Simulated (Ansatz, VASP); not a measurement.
## C in VASP and in Ansatz

File INCAR:

```
PREC = Accurate
ENCUT = 520
EDIFF = 1E-6
ISMEAR = -1
SIGMA = 0.05
LREAL = False
LASPH = True
NELM = 100
ALGO = Normal
ISIF = 2
LWAVE = False
LCHARG = False
GGA = RE
IVDW = 13
NBANDS = 36
```

KPOINTS

```
regular mesh
0
Gamma
  12 12 3
```

POSCAR

```
C
1.0
    2.4706141248      0.0000000000      0.0000000000
   -1.2353070624      2.1396145950      0.0000000000
    0.0000000000      0.0000000000     12.1034720835
C
12
Direct
    0.6666666667      0.3333333333      0.3541700000
    0.3333333333      0.6666666667      0.8541700000
    0.6666666667      0.3333333333      0.1458300000
    0.3333333333      0.6666666667      0.6458300000
    0.6666666667      0.3333333333      0.4791700000
    0.3333333333      0.6666666667      0.9791700000
    0.6666666667      0.3333333333      0.0208300000
    0.3333333333      0.6666666667      0.5208300000
    0.0000000000      0.0000000000      0.8125000000
    0.0000000000      0.0000000000      0.3125000000
    0.0000000000      0.0000000000      0.6875000000
    0.0000000000      0.0000000000      0.1875000000
```

File input.yaml:

```yaml
crystal:
  lattice:
    - [2.4706141248, 0.0, 0.0]
    - [-1.2353070624, 2.139614595, 0.0]
    - [0.0, 0.0, 12.1034720835]
  atoms:
    - { symbol: C, position: [0.6666666667, 0.3333333333, 0.35417] }
    - { symbol: C, position: [0.3333333333, 0.6666666667, 0.85417] }
    - { symbol: C, position: [0.6666666667, 0.3333333333, 0.14583] }
    - { symbol: C, position: [0.3333333333, 0.6666666667, 0.64583] }
    - { symbol: C, position: [0.6666666667, 0.3333333333, 0.47917] }
    - { symbol: C, position: [0.3333333333, 0.6666666667, 0.97917] }
    - { symbol: C, position: [0.6666666667, 0.3333333333, 0.02083] }
    - { symbol: C, position: [0.3333333333, 0.6666666667, 0.52083] }
    - { symbol: C, position: [0.0, 0.0, 0.8125] }
    - { symbol: C, position: [0.0, 0.0, 0.3125] }
    - { symbol: C, position: [0.0, 0.0, 0.6875] }
    - { symbol: C, position: [0.0, 0.0, 0.1875] }
hamiltonian:
  xc: revpbe
  pseudopotentials: { kind: paw }
  dispersion: d4
kpoints:
  mp_grid: { grid: [12, 12, 3] }
scf:
  occupations: { method: fermi_dirac, width: 0.05 }
output:
  forces: true
  stress: true
  eigenvalues: true
  write_density: true
  write_potential: true
  elf: true
  volumetric_format: npy
```

Alike in both runs: task single point; functional revPBE; dispersion D4; k mesh 12 × 12 × 3; occupations fermi-dirac, width 0.05 eV; no spin polarisation.

|  | VASP | Ansatz |
| --- | --- | --- |
| version | VASP 6.6.1 | Ansatz 0.2.0 |
| potentials or method | VASP PAW PBE potentials, release 64 (C) | Ansatz PAW |
| plane-wave cutoff (eV) | 520 | 420 |
| valence electrons in the cell | 48 | 48 |

VASP gave:

| Quantity | Value |
| --- | --- |
| gap on the k mesh at the Fermi level (eV) | 4.53 |
| least direct gap on the mesh (eV) | 5.44 |
| pressure (GPa) | 24.1 |
| traceless stress, the component that is largest in VASP (GPa) | 6.42 |
| rms of the force components (eV/Å) | 0.170 |

**Question.** Which values does Ansatz return?

**Answer.** gap on the k mesh at the Fermi level (eV): 4.54; least direct gap on the mesh (eV): 5.45; pressure (GPa): 23.3; traceless stress, the component that is largest in VASP (GPa): 6.41; rms of the force components (eV/Å): 0.169.

VASP's potentials were made for PBE, not for revPBE. Atom by atom the forces differ by 0.003 eV/Å (rms over components).

Noted on Ansatz's run: odd divisions of the mesh miss points on the zone boundary, where band edges often lie, so the gap on the mesh can be too wide.
